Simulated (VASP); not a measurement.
# Pb (P6_3/mmc) in VASP: further runs

The runs below take Pb through single point, with PBEsol.

Program: VASP 6.6.1. These are calculated values, not measurements. Logs are shortened: lines on timing, memory, paths and dates and some standing lists are left out, and cuts for length are marked.

### 1 The cell of the first run

It takes space group P6_3/mmc (No. 194, hexagonal). Conventional cell: a = 3.306 Å, b = 3.306 Å, c = 5.311 Å, α = 90.00°, β = 90.00°, γ = 120.00°. Pb (site symmetry -6m2) has 12 Pb at 3.27 to 3.31 Å within 4.3 Å.

This isn't the form of Pb at room conditions, which is fcc.

### 2 Single point, PBEsol (strain -0.050 along x and y, -0.050 along z)

Input file INCAR:

```
  PREC = Accurate
  ENCUT = 520
  EDIFF = 1E-7
  ISMEAR = 0
  SIGMA = 0.15
  LREAL = F
  LASPH = T
  NELM = 80
  ALGO = Fast
  ISIF = 2
  LWAVE = F
  LCHARG = F
  GGA = PS
  NBANDS = 21
```

Input file KPOINTS:

```
Automatic mesh
0
Gamma
  15 15 10
```

Input file POSCAR:

```
Pb
1.0
    3.3060006560      0.0000000000      0.0000000000
   -1.6530003280      2.8630805531      0.0000000000
    0.0000000000      0.0000000000      5.3105000000
Pb
2
Direct
    0.3333333333      0.6666666667      0.2500000000
    0.6666666667      0.3333333333      0.7500000000
```

Potentials or basis: VASP PAW PBE potentials, release 64 (Pb_d).

The run is started by

```console
$ cat potpaw_PBE.64/Pb_d/POTCAR > POTCAR
$ mpirun -np 1 vasp_std > vasp.out
```

OUTCAR:

```text
PREC = Accurate
   ENCUT = 520
   EDIFF = 1E-7
   ISMEAR = 0
   LREAL = F
   LASPH = T
   NELM = 80
   ISIF = 2
   GGA = PS

 ion  position               nearest neighbor table
   1  0.333  0.667  0.250-   2 3.27   2 3.27   2 3.27   2 3.27   2 3.27   2 3.27
   2  0.667  0.333  0.750-   1 3.27   1 3.27   1 3.27   1 3.27   1 3.27   1 3.27

  LATTYP: Found a hexagonal cell.
 ALAT       =     3.3060006560
 C/A-ratio  =     1.6063215203

  Lattice vectors:

 A1 = (   3.3060006560,   0.0000000000,   0.0000000000)
 A2 = (  -1.6530003280,   2.8630805531,   0.0000000000)
 A3 = (   0.0000000000,   0.0000000000,   5.3105000000)

Analysis of symmetry for initial positions (statically):
=====================================================================
 Subroutine PRICEL returns:
 Original cell was already a primitive cell.

 Routine SETGRP: Setting up the symmetry group for a
 hexagonal supercell.

 Subroutine GETGRP returns: Found 24 space group operations
 (whereof 12 operations were pure point group operations)
 out of a pool of 24 trial point group operations.

The static configuration has the point symmetry D_3d.
 The point group associated with its full space group is D_6h.

Analysis of symmetry for dynamics (positions and initial velocities):
=====================================================================
 Subroutine PRICEL returns:
 Original cell was already a primitive cell.

 Routine SETGRP: Setting up the symmetry group for a
 hexagonal supercell.

 Subroutine GETGRP returns: Found 24 space group operations
 (whereof 12 operations were pure point group operations)
 out of a pool of 24 trial point group operations.

The dynamic configuration has the point symmetry D_3d.
 The point group associated with its full space group is D_6h.

 Subroutine INISYM returns: Found 24 space group operations
 (whereof 12 operations are pure point group operations),
 and found     1 'primitive' translations

----------------------------------------------------------------------------------------

                                     Primitive cell

  volume of cell :      50.2657

  direct lattice vectors                    reciprocal lattice vectors
     3.306000656  0.000000000  0.000000000     0.302480279  0.174637070  0.000000000
    -1.653000328  2.863080553  0.000000000     0.000000000  0.349274141  0.000000000
     0.000000000  0.000000000  5.310500000     0.000000000  0.000000000  0.188306186

  length of vectors
     3.306000656  3.306000656  5.310500000     0.349274141  0.349274141  0.188306186

  position of ions in fractional coordinates (direct lattice)
     0.333333333  0.666666667  0.250000000
     0.666666667  0.333333333  0.750000000

  ion indices of the primitive-cell ions
   primitive index   ion index
                 1           1
                 2           2

----------------------------------------------------------------------------------------

 KPOINTS: Automatic mesh

Automatic generation of k-mesh.
 Grid dimensions read from file:
 generate k-points for:   15   15   10

 Generating k-lattice:

  Cartesian coordinates                     Fractional coordinates (reciprocal lattice)
     0.020165352  0.011642471  0.000000000     0.066666667  0.000000000  0.000000000
     0.000000000  0.023284943  0.000000000     0.000000000  0.066666667  0.000000000
     0.000000000  0.000000000  0.018830619     0.000000000  0.000000000  0.100000000

  Length of vectors
     0.023284943  0.023284943  0.018830619

  Shift w.r.t. Gamma in fractional coordinates (k-lattice)
     0.000000000  0.000000000  0.000000000

 Subroutine IBZKPT returns following result:
 ===========================================

 Found    162 irreducible k-points:

 Following reciprocal coordinates:
            Coordinates               Weight
  0.000000  0.000000  0.000000      1.000000
  0.066667 -0.000000  0.000000      6.000000
  0.133333 -0.000000  0.000000      6.000000
  0.200000 -0.000000  0.000000      6.000000
  0.266667 -0.000000  0.000000      6.000000
  0.333333 -0.000000  0.000000      6.000000
[... 16 lines left out ...]
  0.333333  0.200000  0.000000     12.000000
  0.400000  0.200000  0.000000      6.000000
 [... further k-points ...]
   k-points           NKPTS =    162   k-points in BZ     NKDIM =    162   number of bands    NBANDS=     21
   number of dos      NEDOS =    301   number of ions     NIONS =      2
   total plane-waves  NPLWV =  31360
   dimension x,y,z NGX =    28 NGY =   28 NGZ =   40
   dimension x,y,z NGXF=    56 NGYF=   56 NGZF=   80
   ions per type =               2
   NGX,Y,Z   is equivalent  to a cutoff of  14.08, 14.08, 12.52 a.u.
   NGXF,Y,Z  is equivalent  to a cutoff of  28.16, 28.16, 25.04 a.u.
 SYSTEM =  unknown system
   PREC   = accura    normal or accurate (medium, high low for compatibility)
   ISTART =      0    job   : 0-new  1-cont  2-samecut
   ICHARG =      2    charge: 1-file 2-atom 10-const
   ISPIN  =      1    spin polarized calculation?
   LNONCOLLINEAR =      F non collinear calculations
   LSORBIT =      F    spin-orbit coupling
   LASPH  =      T    aspherical Exc in radial PAW
   ENCUT  =  520.0 eV  38.22 Ry    6.18 a.u.   6.15  6.15  9.87*2*pi/ulx,y,z
   NELM   =     80;   NELMIN=  2; NELMDL= -5     # of ELM steps
   EDIFF  = 0.1E-06   stopping-criterion for ELM
   LREAL  =      F    real-space projection
   EDIFFG = 0.1E-05   stopping-criterion for IOM
   NSW    =      0    number of steps for IOM
   IBRION =     -1    ionic relax: 0-MD 1-quasi-New 2-CG
   NFREE  =      0    steps in history (QN), initial steepest desc. (CG)
   ISIF   =      2    stress and relaxation
   ISYM   =      2    0-nonsym 1-usesym 2-fastsym
   POTIM  = 0.5000    time-step for ionic-motion
   TEBEG  =    0.0;   TEEND  =   0.0 temperature during run
   PSTRESS=    0.0 pullay stress
   NELECT =      28.0000    total number of electrons
   NUPDOWN=      -1.0000    fix difference up-down
   EMIN   =  10.00;   EMAX   =-10.00  energy-range for DOS
   EFERMI =   0.00;   METHOD = LEGACY
   ISMEAR =     0;   SIGMA  =   0.15  broadening in eV -4-tet -1-fermi 0-gaus
   EFERMI_NEDOS =   21; number of points for ismear=-14 and -15
   IALGO  =     68    algorithm
   IMIX   =      4    mixing-type and parameters
     AMIX     =   0.40;   BMIX     =  1.00
     AMIX_MAG =   1.60;   BMIX_MAG =  1.00
  volume/ion in A,a.u.               =      25.13       169.60
  Fermi-wavevector in a.u.,A,eV,Ry     =   1.347008  2.545476 24.686830  1.814431
  Thomas-Fermi vector in A             =   2.474794
   LORBIT       =      0    0 simple, 1 ext, 2 COOP (PROOUT), +10 PAW based schemes
   GGA     = PS    functional components
   LHFCALC =     F    Hartree Fock is set to
   AEXX    =    0.0000 exact exchange contribution
   IVDW    =     0    specifies the selected vdW correction
   LEPSILON=     F    determine dielectric tensor
   LRPA    =     F    only Hartree local field effects (RPA)
 non-spin polarized calculation
 RMM-DIIS sequential band-by-band and
 Gauss-broadening in eV      SIGMA  =   0.15
  energy-cutoff  :      520.00
  volume of cell :       50.27
 maximum number of plane-waves:      1387
 NGX is ok and might be reduce to    28
   NGX = 13   NGY = 13   NGZ = 19

 number of electron      28.0000005 magnetization

 Free energy of the ion-electron system (eV)
  ---------------------------------------------------
  ext. energy  EPLUGINS =         0.00000000
  ---------------------------------------------------
  free energy    TOTEN  =        -7.65769583 eV

  energy without entropy =       -7.64419814  energy(sigma->0) =       -7.65094698

 E-fermi :   9.3859     XC(G=0): -11.2792

 val. band max:        9.3813848223   @ k =   0.1333   0.1333   0.4000
 cond. band min:       9.3894073651   @ k =   0.3333   0.2667   0.0000
 fundamental gap:      0.0080225428
 Fermi energy:         9.3858734061

 k-point     1 :       0.0000    0.0000    0.0000
  band No.  band energies     occupation
      1      -7.9042      2.00000
      2      -7.7811      2.00000
      3      -7.7611      2.00000
      4      -7.7611      2.00000
      5      -7.7187      2.00000
      6      -7.7187      2.00000
[... 13 lines left out ...]
     20      18.9973      0.00000
     21      21.3766      0.00000

 k-point     2 :       0.0667   -0.0000    0.0000
  band No.  band energies     occupation
      1      -7.8947      2.00000
      2      -7.7973      2.00000
      3      -7.7436      2.00000
      4      -7.7393      2.00000
      5      -7.7172      2.00000
      6      -7.7020      2.00000
[... 13 lines left out ...]
     20      19.5447      0.00000
     21      20.8757      0.00000

 k-point     3 :       0.1333   -0.0000    0.0000
  band No.  band energies     occupation
      1      -7.8893      2.00000
      2      -7.8032      2.00000
      3      -7.7251      2.00000
      4      -7.6942      2.00000
      5      -7.6883      2.00000
      6      -7.6862      2.00000
[... 13 lines left out ...]
     20      20.2643      0.00000
     21      20.3639      0.00000

 k-point     4 :       0.2000   -0.0000    0.0000
  band No.  band energies     occupation
      1      -7.9212      2.00000
      2      -7.7805      2.00000
      3      -7.7314      2.00000
      4      -7.7202      2.00000
      5      -7.7080      2.00000
      6      -7.6208      2.00000
[... 13 lines left out ...]
     20      19.8713      0.00000
     21      20.6665      0.00000

 k-point     5 :       0.2667   -0.0000    0.0000
  band No.  band energies     occupation
      1      -7.9678      2.00000
      2      -7.7859      2.00000
      3      -7.7846      2.00000
      4      -7.7380      2.00000
      5      -7.6822      2.00000
      6      -7.5405      2.00000
[... 13 lines left out ...]
     20      19.1712      0.00000
     21      21.1810      0.00000

 k-point     6 :       0.3333   -0.0000    0.0000
  band No.  band energies     occupation
      1      -8.0126      2.00000
      2      -7.8421      2.00000
      3      -7.8051      2.00000
      4      -7.7651      2.00000
      5      -7.6351      2.00000
      6      -7.5435      2.00000
[... 13 lines left out ...]
     20      18.6188      0.00000
     21      21.1804      0.00000

 k-point     7 :       0.4000   -0.0000    0.0000
  band No.  band energies     occupation
      1      -8.0470      2.00000
      2      -7.8879      2.00000
      3      -7.8246      2.00000
      4      -7.7854      2.00000
      5      -7.5985      2.00000
      6      -7.5722      2.00000
[... 13 lines left out ...]
     20      18.2457      0.00000
     21      21.1497      0.00000
[... 291 lines left out ...]
      1      -7.9895      2.00000
      2      -7.9358      2.00000
      3      -7.7785      2.00000
      4      -7.7705      2.00000
      5      -7.6003      2.00000
      6      -7.5820      2.00000
[... 13 lines left out ...]
     20      18.3804      0.00000
     21      23.4866      0.00000

 k-point    21 :       0.2000    0.2000    0.0000
  band No.  band energies     occupation
      1      -7.8636      2.00000
      2      -7.8553      2.00000
      3      -7.8497      2.00000
      4      -7.7546      2.00000
      5      -7.6225      2.00000
      6      -7.5563      2.00000
[... 13 lines left out ...]
     20      20.4321      0.00000
     21      21.1561      0.00000

 k-point    22 :       0.2667    0.2000    0.0000
  band No.  band energies     occupation
      1      -7.9121      2.00000
      2      -7.8813      2.00000
      3      -7.7953      2.00000
      4      -7.7547      2.00000
      5      -7.6002      2.00000
      6      -7.5811      2.00000
[... 13 lines left out ...]
     20      20.4824      0.00000
     21      22.6836      0.00000

 k-point    23 :       0.3333    0.2000    0.0000
  band No.  band energies     occupation
      1      -7.9451      2.00000
      2      -7.9007      2.00000
      3      -7.7493      2.00000
      4      -7.7487      2.00000
      5      -7.6100      2.00000
      6      -7.5828      2.00000
[... 13 lines left out ...]
     20      20.3243      0.00000
     21      24.3938      0.00000

 k-point    24 :       0.4000    0.2000    0.0000
  band No.  band energies     occupation
      1      -7.9567      2.00000
      2      -7.9075      2.00000
      3      -7.7447      2.00000
      4      -7.7321      2.00000
      5      -7.6221      2.00000
      6      -7.5690      2.00000
[... 13 lines left out ...]
     20      20.2662      0.00000
     21      24.4894      0.00000

 [... further k-points ...]

------------------------ aborting loop because EDIFF is reached ----------------------------------------

  FORCE on cell =-STRESS in cart. coord.  units (eV):
  Direction    XX          YY          ZZ          XY          YZ          ZX
  --------------------------------------------------------------------------------------
  -------------------------------------------------------------------------------------
  Total        3.5894609      3.5894609      4.5620120     -0.0000000      0.0000000      0.0000000
  in kB      114.4110295    114.4110295    145.4102739     -0.0000000      0.0000000      0.0000000
  external PRESSURE =     124.7441109 kB  Pullay stress =       0.0000000 kB

 VOLUME and BASIS-vectors are now :
 -----------------------------------------------------------------------------
  energy-cutoff  :      520.00
  volume of cell :       50.27
      direct lattice vectors                 reciprocal lattice vectors
     3.306000656  0.000000000  0.000000000     0.302480279  0.174637070  0.000000000
    -1.653000328  2.863080553  0.000000000     0.000000000  0.349274141  0.000000000
     0.000000000  0.000000000  5.310500000     0.000000000  0.000000000  0.188306186

 POSITION                                       TOTAL-FORCE (eV/Angst)
 -----------------------------------------------------------------------------------
     -0.00000      1.90872      1.32763        -0.000000      0.000000      0.000000
      1.65300      0.95436      3.98287         0.000000     -0.000000      0.000000
 -----------------------------------------------------------------------------------
    total drift:                               -0.000000      0.000000      0.000000

  FREE ENERGIE OF THE ION-ELECTRON SYSTEM (eV)
  ---------------------------------------------------
  free  energy   TOTEN  =        -7.6576958284 eV

  energy  without entropy=       -7.6441981404  energy(sigma->0) =       -7.65094698
```

Run time: 5.4 min. Hardware: 1 thread of AMD EPYC 7R13, shared host; peak memory 0.24 GiB.

Results:

```yaml
Free_energy: -7.6577 eV
Pressure: 12.5 GPa
Band_gap_on_the_k_mesh: zero (bands 14 and 15 overlap by 9.15 eV)
```

Caveat: the cell differs from its parent crystal (strain -0.050 along x and y, -0.050 along z); the cell stands under pressure; the PAW data sets were made with another functional, which shifts forces and pressure a little; spin-orbit coupling is left out, which moves the levels of the heavy elements.

### 3 Single point, PBEsol (strain -0.050 along x and y, -0.025 along z)

Input file INCAR:

```
ALGO = Fast
EDIFF = 1E-7
ENCUT = 520
GGA = PS
ISIF = 2
ISMEAR = 0
LASPH = True
LCHARG = True
LELF = True
LREAL = False
LVHAR = True
LWAVE = False
NBANDS = 21
NELM = 100
PREC = Accurate
SIGMA = 0.15
```

Input file KPOINTS:

```
k-points
0
Gamma
  15 15 10
```

POSCAR, as its differences from that of step 2:

```diff
@@ -4,3 +4,3 @@
    -1.6530003280      2.8630805531      0.0000000000
-    0.0000000000      0.0000000000      5.3105000000
+    0.0000000000      0.0000000000      5.4502500000
 Pb
```

Potentials or basis: VASP PAW PBE potentials, release 64 (Pb_d).

The run is started by

```console
$ cat potpaw_PBE.64/Pb_d/POTCAR > POTCAR
$ mpirun -np 1 vasp_std > vasp.out
```

Run time: 5.9 min. Hardware: 1 thread of AMD EPYC 7R13, shared host; peak memory 0.25 GiB.

Results (log left out):

| Item | Value |
| --- | --- |
| Free energy | -7.7627 eV |
| Pressure | 9.9 GPa |
| Band gap on the k mesh | zero (bands 14 and 15 overlap by 9.09 eV) |

Stress tensor (GPa, compression positive):
```
 9.61  0.00  0.00
 0.00  9.61  0.00
 0.00  0.00 10.52
```

Levels at points of the mesh, in eV from the Fermi level:
| k point | band 11 | band 12 | band 13 | band 14 | band 15 | band 16 | band 17 | band 18 |
| --- | --- | --- | --- | --- | --- | --- | --- | --- |
| (0.00, 0.00, 0.00) | -12.96 | -8.37 | -5.08 | 6.67 | 6.67 | 8.66 | 8.79 | 8.79 |
| (0.00, 0.00, 0.50) | -11.54 | -11.54 | 0.92 | 0.92 | 7.66 | 7.66 | 7.66 | 7.66 |

Caveat: the cell differs from its parent crystal (strain -0.050 along x and y, -0.025 along z); the cell stands under pressure; the PAW data sets were made with another functional, which shifts forces and pressure a little; spin-orbit coupling is left out, which moves the levels of the heavy elements.

### 4 Single point, PBEsol (strain -0.050 along x and y, +0.000 along z)

Input file INCAR:

```
PREC = Accurate ; ENCUT = 520
EDIFF = 1E-6 ; ISMEAR = 0
SIGMA = 0.15 ; LREAL = False
LASPH = True ; NELM = 80
ALGO = Fast ; ISIF = 2
LWAVE = False ; LCHARG = False
GGA = PS ; NBANDS = 21
```

Input file KPOINTS:

```
Automatic mesh
0
Gamma
  15 15 10
```

POSCAR, as its differences from that of step 3:

```diff
@@ -4,3 +4,3 @@
    -1.6530003280      2.8630805531      0.0000000000
-    0.0000000000      0.0000000000      5.4502500000
+    0.0000000000      0.0000000000      5.5900000000
 Pb
```

The run is started by

```console
$ cat potpaw_PBE.64/Pb_d/POTCAR > POTCAR
$ mpirun -np 1 vasp_std > vasp.out
```

Wall time 4.9 min (1 thread of AMD EPYC 7R13, shared host); peak memory 0.25 GiB.

Results (log left out):

```yaml
Free_energy: -7.8332 eV
Pressure: 7.6 GPa
Band_gap_on_the_k_mesh: zero (bands 14 and 15 overlap by 9.16 eV)
```

Stress tensor (GPa, compression positive):
```
8.28 0.00 0.00
0.00 8.28 0.00
0.00 0.00 6.38
```

Levels at points of the mesh, in eV from the Fermi level:
```
           k point  band 10  band 11  band 12  band 13  band 14  band 15  band 16  band 17  band 18  band 19
(0.00, 0.00, 0.00)   -16.72   -12.76    -8.60    -5.00     6.84     6.84     7.85     8.82     8.82     9.54
(0.00, 0.00, 0.50)   -16.81   -11.44   -11.44     0.52     0.52     7.76     7.76     7.76     7.76     9.73
```

Caveat: the cell differs from its parent crystal (strain -0.050 along x and y, +0.000 along z); the cell stands under pressure; the PAW data sets were made with another functional, which shifts forces and pressure a little; spin-orbit coupling is left out, which moves the levels of the heavy elements.

### 5 Summary

| cell | further INCAR settings | gap on the mesh (eV) | pressure (GPa) |
| --- | --- | --- | --- |
| a = 3.306, b = 3.306, c = 5.311 Å, angles 90.0, 90.0, 120.0°, 2 atoms | ALGO = Fast; EDIFF = 1e-07; NBANDS = 21 | none | 12.5 |
| a = 3.306, b = 3.306, c = 5.450 Å, angles 90.0, 90.0, 120.0°, 2 atoms | ALGO = Fast; EDIFF = 1e-07; NBANDS = 21 | none | 9.9 |
| a = 3.306, b = 3.306, c = 5.590 Å, angles 90.0, 90.0, 120.0°, 2 atoms | ALGO = Fast; EDIFF = 1e-06; NBANDS = 21 | none | 7.6 |

Alike in all rows: task single point; level PBEsol; potentials or basis VASP PAW PBE potentials, release 64 (Pb_d); no spin polarisation; k mesh 15 × 15 × 10; cutoff (eV) 520; smearing gaussian 0.15 eV.

Caveats: the cell stands under pressure; the PAW data sets were made with another functional, which shifts forces and pressure a little; spin-orbit coupling is left out, which moves the levels of the heavy elements.

Absolute energies hang on the potentials; compare differences alone.

The gap in the log of VASP goes by the Fermi energy; the results here count the filled bands.